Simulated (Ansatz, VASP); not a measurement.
Al2O3 in VASP and in Ansatz

```
CELL_PARAMETERS angstrom
2.36460 1.36520 4.29722
-2.36460 1.36520 4.29722
0.00000 -2.73041 4.29722
ATOMIC_POSITIONS crystal
Al 0.35202 0.35202 0.35202
Al 0.14798 0.14798 0.14798
Al 0.64798 0.64798 0.64798
Al 0.85202 0.85202 0.85202
O 0.55586 0.94414 0.25000
O 0.25000 0.55586 0.94414
O 0.94414 0.25000 0.55586
O 0.44414 0.05586 0.75000
O 0.75000 0.44414 0.05586
O 0.05586 0.75000 0.44414
```

Alike in both runs: functional LDA; k mesh 5 × 5 × 5; no spin polarisation.

Ansatz relaxed the structure, and its values are those at the end. VASP's run is a single point on that final structure, the one shown.

|  | VASP | Ansatz |
| --- | --- | --- |
| version | VASP 6.6.1 | Ansatz 0.2.0 |
| potentials or method | VASP PAW LDA potentials, release 64 (Al, O) | scalar-relativistic, plane waves, PAW |
| plane-wave cutoff (eV) | 520 | 420 |
| occupations | gaussian, width 0.01 eV | fixed |
| valence electrons in the cell | 48 | 48 |

|  | VASP | Ansatz | Ansatz less VASP |
| --- | --- | --- | --- |
| pressure (GPa) | 0.8 | 0.0 | -0.83 |
| rms of the force components (eV/Å) | 0.006 | 0.000 | -0.0058 |

LDA's correlation is that of Perdew and Zunger in VASP and of Perdew and Wang (1992) in Ansatz.
